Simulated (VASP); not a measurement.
# CuAu (P1) in VASP: single point with PBE

Aim: the single point of CuAu with PBE.

Everything below comes from runs of VASP 6.6.1. Logs are shortened: lines on timing, memory, paths and dates and some standing lists are left out, and cuts for length are marked.

### 1 The cell of the first run

The typed cell holds 2 atoms: a = 2.756 Å, b = 2.796 Å, c = 3.749 Å, α = 88.76°, β = 89.98°, γ = 90.31°.

### 2 Single point, PBE (strained and its atoms moved)

Contents of INCAR:

```
SYSTEM = CuAu
PREC = Accurate
ENCUT = 520
EDIFF = 1E-7
ISMEAR = 0
SIGMA = 0.1
LREAL = .FALSE.
LASPH = .TRUE.
NELM = 100
ALGO = Normal
ISIF = 2
LWAVE = .FALSE.
LCHARG = .FALSE.
GGA = PE
NBANDS = 18
```

Contents of KPOINTS:

```
regular mesh
0
G
  14 14 10
  0 0 0
```

Contents of POSCAR:

```
CuAu
1.0
    2.7561800000     -0.0075320000      0.0006440000
   -0.0075320000      2.7953240000      0.0307160000
    0.0008441000      0.0402599000      3.7483178000
Cu Au
1 1
Direct
    0.4189321429      0.5249892857      0.4787547684
    0.0810678571     -0.0249892857      0.0212452316
```

Potentials or basis: VASP PAW PBE potentials, release 64 (Cu, Au).

On the command line:

```bash
$ cat potpaw_PBE.64/Cu/POTCAR potpaw_PBE.64/Au/POTCAR > POTCAR
$ mpirun -np 1 vasp_std > vasp.out
```

OUTCAR:

```text
SYSTEM = CuAu
   PREC = Accurate
   ENCUT = 520
   EDIFF = 1E-7
   ISMEAR = 0
   LREAL = .FALSE.
   LASPH = .TRUE.
   NELM = 100
   ISIF = 2
   GGA = PE

 ion  position               nearest neighbor table
   1  0.419  0.525  0.479-   2 2.30   2 2.50   2 2.59   2 2.69   2 2.78   2 2.96   2 3.02   2 3.12

   2  0.081  0.975  0.021-   1 2.30   1 2.50   1 2.59   1 2.69   1 2.78   1 2.96   1 3.02   1 3.12

  LATTYP: Found a triclinic cell.
 ALAT       =     3.9150777148
 B/A-ratio  =     0.7039937819
 C/A-ratio  =     0.9574609685
 COS(alpha) =     0.0004294726
 COS(beta)  =     0.0158153948
 COS(gamma) =     0.7001206181

  Lattice vectors:

 A1 = (  -2.7486480000,  -2.7877920000,  -0.0313600000)
 A2 = (  -2.7561800000,   0.0075320000,  -0.0006440000)
 A3 = (  -0.0008441000,  -0.0402599000,  -3.7483178000)

Analysis of symmetry for initial positions (statically):
=====================================================================
 Subroutine PRICEL returns:
 Original cell was already a primitive cell.

 Routine SETGRP: Setting up the symmetry group for a
 triclinic supercell.

 Subroutine GETGRP returns: Found  1 space group operations
 (whereof  1 operations were pure point group operations)
 out of a pool of  2 trial point group operations.

The static configuration has the point symmetry C_1 .

Analysis of symmetry for dynamics (positions and initial velocities):
=====================================================================
 Subroutine PRICEL returns:
 Original cell was already a primitive cell.

 Routine SETGRP: Setting up the symmetry group for a
 triclinic supercell.

 Subroutine GETGRP returns: Found  1 space group operations
 (whereof  1 operations were pure point group operations)
 out of a pool of  2 trial point group operations.

The dynamic configuration has the point symmetry C_1 .

 Subroutine INISYM returns: Found  1 space group operations
 (whereof  1 operations are pure point group operations),
 and found     1 'primitive' translations

----------------------------------------------------------------------------------------

                                     Primitive cell

  volume of cell :      28.8750

  direct lattice vectors                    reciprocal lattice vectors
     2.756180000 -0.007532000  0.000644000     0.362823702  0.000978642 -0.000092217
    -0.007532000  2.795324000  0.030716000     0.000978642  0.357785150 -0.003843116
     0.000844100  0.040259900  3.748317800    -0.000070356 -0.002932078  0.266817852

  length of vectors
     2.756190367  2.795502901  3.748534100     0.362825033  0.357807128  0.266833971

  position of ions in fractional coordinates (direct lattice)
     0.418932143  0.524989286  0.478754768
     0.081067857  0.975010714  0.021245232

  ion indices of the primitive-cell ions
   primitive index   ion index
                 1           1
                 2           2

----------------------------------------------------------------------------------------

 KPOINTS: regular mesh

Automatic generation of k-mesh.
 Grid dimensions read from file:
 generate k-points for:   14   14   10

 Generating k-lattice:

  Cartesian coordinates                     Fractional coordinates (reciprocal lattice)
     0.025915979  0.000069903 -0.000006587     0.071428571  0.000000000  0.000000000
     0.000069903  0.025556082 -0.000274508     0.000000000  0.071428571  0.000000000
    -0.000007036 -0.000293208  0.026681785     0.000000000  0.000000000  0.100000000

  Length of vectors
     0.025916074  0.025557652  0.026683397

  Shift w.r.t. Gamma in fractional coordinates (k-lattice)
     0.000000000  0.000000000  0.000000000

 Subroutine IBZKPT returns following result:
 ===========================================

 Found    984 irreducible k-points:

 Following reciprocal coordinates:
            Coordinates               Weight
  0.000000  0.000000  0.000000      1.000000
  0.071429 -0.000000  0.000000      2.000000
  0.142857  0.000000  0.000000      2.000000
  0.214286  0.000000 -0.000000      2.000000
  0.285714  0.000000  0.000000      2.000000
  0.357143 -0.000000  0.000000      2.000000
[... 16 lines left out ...]
 -0.000000  0.142857  0.000000      2.000000
  0.071429  0.142857  0.000000      2.000000
 [... further k-points ...]
   k-points           NKPTS =    984   k-points in BZ     NKDIM =    984   number of bands    NBANDS=     18
   number of dos      NEDOS =    301   number of ions     NIONS =      2
   total plane-waves  NPLWV =  13440
   dimension x,y,z NGX =    20 NGY =   24 NGZ =   28
   dimension x,y,z NGXF=    40 NGYF=   48 NGZF=   56
   ions per type =               1   1
   NGX,Y,Z   is equivalent  to a cutoff of  12.06, 14.27, 12.42 a.u.
   NGXF,Y,Z  is equivalent  to a cutoff of  24.13, 28.55, 24.84 a.u.
 SYSTEM =  CuAu
   PREC   = accura    normal or accurate (medium, high low for compatibility)
   ISTART =      0    job   : 0-new  1-cont  2-samecut
   ICHARG =      2    charge: 1-file 2-atom 10-const
   ISPIN  =      1    spin polarized calculation?
   LNONCOLLINEAR =      F non collinear calculations
   LSORBIT =      F    spin-orbit coupling
   LASPH  =      T    aspherical Exc in radial PAW
   ENCUT  =  520.0 eV  38.22 Ry    6.18 a.u.   5.12  5.20  6.97*2*pi/ulx,y,z
   NELM   =    100;   NELMIN=  2; NELMDL= -5     # of ELM steps
   EDIFF  = 0.1E-06   stopping-criterion for ELM
   LREAL  =      F    real-space projection
   EDIFFG = 0.1E-05   stopping-criterion for IOM
   NSW    =      0    number of steps for IOM
   IBRION =     -1    ionic relax: 0-MD 1-quasi-New 2-CG
   NFREE  =      0    steps in history (QN), initial steepest desc. (CG)
   ISIF   =      2    stress and relaxation
   ISYM   =      2    0-nonsym 1-usesym 2-fastsym
   POTIM  = 0.5000    time-step for ionic-motion
   TEBEG  =    0.0;   TEEND  =   0.0 temperature during run
   PSTRESS=    0.0 pullay stress
   NELECT =      22.0000    total number of electrons
   NUPDOWN=      -1.0000    fix difference up-down
   EMIN   =  10.00;   EMAX   =-10.00  energy-range for DOS
   EFERMI =   0.00;   METHOD = LEGACY
   ISMEAR =     0;   SIGMA  =   0.10  broadening in eV -4-tet -1-fermi 0-gaus
   EFERMI_NEDOS =   21; number of points for ismear=-14 and -15
   IALGO  =     38    algorithm
   IMIX   =      4    mixing-type and parameters
     AMIX     =   0.40;   BMIX     =  1.00
     AMIX_MAG =   1.60;   BMIX_MAG =  1.00
  volume/ion in A,a.u.               =      14.44        97.43
  Fermi-wavevector in a.u.,A,eV,Ry     =   1.495232  2.825578 30.418790  2.235718
  Thomas-Fermi vector in A             =   2.607403
   LORBIT       =      0    0 simple, 1 ext, 2 COOP (PROOUT), +10 PAW based schemes
   GGA     = PE    functional components
   LHFCALC =     F    Hartree Fock is set to
   AEXX    =    0.0000 exact exchange contribution
   IVDW    =     0    specifies the selected vdW correction
   LEPSILON=     F    determine dielectric tensor
   LRPA    =     F    only Hartree local field effects (RPA)
 non-spin polarized calculation
 Gauss-broadening in eV      SIGMA  =   0.10
  energy-cutoff  :      520.00
  volume of cell :       28.87
 maximum number of plane-waves:       796
   NGX = 11   NGY = 11   NGZ = 13

 number of electron      22.0000006 magnetization

 Free energy of the ion-electron system (eV)
  ---------------------------------------------------
  ext. energy  EPLUGINS =         0.00000000
  ---------------------------------------------------
  free energy    TOTEN  =        -6.49735661 eV

  energy without entropy =       -6.49426220  energy(sigma->0) =       -6.49580941

 E-fermi :   8.9078     XC(G=0): -12.6624

 val. band max:        8.9068165568   @ k =   0.1429   0.5000   0.0000
 cond. band min:       8.9114168462   @ k =   0.0714   0.0000   0.2000
 fundamental gap:      0.0046002894
 Fermi energy:         8.9078017443

 k-point     1 :       0.0000    0.0000    0.0000
  band No.  band energies     occupation
      1      -1.0013      2.00000
      2       2.0103      2.00000
      3       2.1977      2.00000
      4       4.2665      2.00000
      5       4.9950      2.00000
      6       5.7965      2.00000
[... 10 lines left out ...]
     17      25.6435      0.00000
     18      26.6943      0.00000

 k-point     2 :       0.0714   -0.0000    0.0000
  band No.  band energies     occupation
      1      -0.8802      2.00000
      2       2.0504      2.00000
      3       2.2949      2.00000
      4       4.2771      2.00000
      5       4.9050      2.00000
      6       5.8035      2.00000
[... 10 lines left out ...]
     17      25.8296      0.00000
     18      26.7951      0.00000

 k-point     3 :       0.1429    0.0000    0.0000
  band No.  band energies     occupation
      1      -0.5316      2.00000
      2       2.1552      2.00000
      3       2.5900      2.00000
      4       4.2882      2.00000
      5       4.6527      2.00000
      6       5.6998      2.00000
[... 10 lines left out ...]
     17      26.8282      0.00000
     18      27.5570      0.00000

 k-point     4 :       0.2143    0.0000   -0.0000
  band No.  band energies     occupation
      1      -0.0012      2.00000
      2       2.3091      2.00000
      3       3.0546      2.00000
      4       4.1165      2.00000
      5       4.4782      2.00000
      6       5.4249      2.00000
[... 375 lines left out ...]
      4       4.2191      2.00000
      5       4.8902      2.00000
      6       5.6906      2.00000
[... 10 lines left out ...]
     17      26.5031      0.00000
     18      26.7541      0.00000

 k-point    23 :      -0.0000    0.1429    0.0000
  band No.  band energies     occupation
      1      -0.5238      2.00000
      2       2.2707      2.00000
      3       2.4095      2.00000
      4       4.0055      2.00000
      5       4.9641      2.00000
      6       5.4832      2.00000
[... 10 lines left out ...]
     17      26.2509      0.00000
     18      27.7037      0.00000

 k-point    24 :       0.0714    0.1429    0.0000
  band No.  band energies     occupation
      1      -0.4014      2.00000
      2       2.3618      2.00000
      3       2.4427      2.00000
      4       3.9952      2.00000
      5       4.8788      2.00000
      6       5.4228      2.00000
[... 10 lines left out ...]
     17      26.4172      0.00000
     18      27.9466      0.00000

 [... further k-points ...]
[... 5 lines left out ...]
  --------------------------------------------------------------------------------------
  -------------------------------------------------------------------------------------
  Total        1.8651748      3.4020181      4.5203593     -0.7736158     -1.2568645      1.5770553
  in kB      103.4924053    188.7667735    250.8198433    -42.9253891    -69.7392720     87.5056006
  external PRESSURE =     181.0263407 kB  Pullay stress =       0.0000000 kB

 VOLUME and BASIS-vectors are now :
 -----------------------------------------------------------------------------
  energy-cutoff  :      520.00
  volume of cell :       28.87
      direct lattice vectors                 reciprocal lattice vectors
     2.756180000 -0.007532000  0.000644000     0.362823702  0.000978642 -0.000092217
    -0.007532000  2.795324000  0.030716000     0.000978642  0.357785150 -0.003843116
     0.000844100  0.040259900  3.748317800    -0.000070356 -0.002932078  0.266817852

 POSITION                                       TOTAL-FORCE (eV/Angst)
 -----------------------------------------------------------------------------------
      1.15110      1.48363      1.81092         1.652031     -1.025437      2.138560
      0.21611      2.72572      0.10963        -1.652031      1.025437     -2.138560
 -----------------------------------------------------------------------------------
    total drift:                               -0.000686     -0.000562      0.000207

  FREE ENERGIE OF THE ION-ELECTRON SYSTEM (eV)
  ---------------------------------------------------
  free  energy   TOTEN  =        -6.4973566097 eV

  energy  without entropy=       -6.4942622015  energy(sigma->0) =       -6.49580941
```

It took 7.1 min on 1 thread of AMD EPYC 7R13 (Zen 3), shared host; peak memory 0.57 GiB.

Results:

| Property | Result |
| --- | --- |
| Free energy | -6.4974 eV |
| Pressure | 18.1 GPa |
| Largest force | 2.890 eV/Å |
| Band gap on the k mesh | zero (band 11 reaches 13.29 eV, above the bottom of band 12 at 7.14 eV) |

Forces on the atoms (eV/Å):
```
Cu   1.652 -1.025  2.139
Au  -1.652  1.025 -2.139
```

Levels at points of the mesh, in eV from the Fermi level:
```
           k point  band 9  band 10  band 11  band 12  band 13  band 14
(0.00, 0.00, 0.00)   -2.02    -1.96    -1.27     1.85     7.38    10.33
(0.50, 0.00, 0.00)   -2.38    -1.61    -1.07     0.38     7.68     9.00
(0.00, 0.50, 0.00)   -2.18    -1.97    -1.00    -0.11     8.62     8.84
(0.50, 0.50, 0.00)   -1.60    -1.55     1.06     1.52     5.09     6.60
(0.00, 0.00, 0.50)   -2.13    -2.09    -1.96    -1.74    12.80    14.10
(0.50, 0.00, 0.50)   -1.87    -1.63    -0.72    -0.26     2.56     4.11
(0.00, 0.50, 0.50)   -1.94    -1.85    -1.24    -0.82     2.66     4.28
(0.50, 0.50, 0.50)   -1.75    -1.59     4.38     4.77     4.91     5.94
```

Caveat: the cell differs from its parent crystal (strained and its atoms moved); spin-orbit coupling is left out, which moves the levels of the heavy elements; forces of over 1 eV/Å act on the atoms, so gaps and moduli don't describe the material at rest.
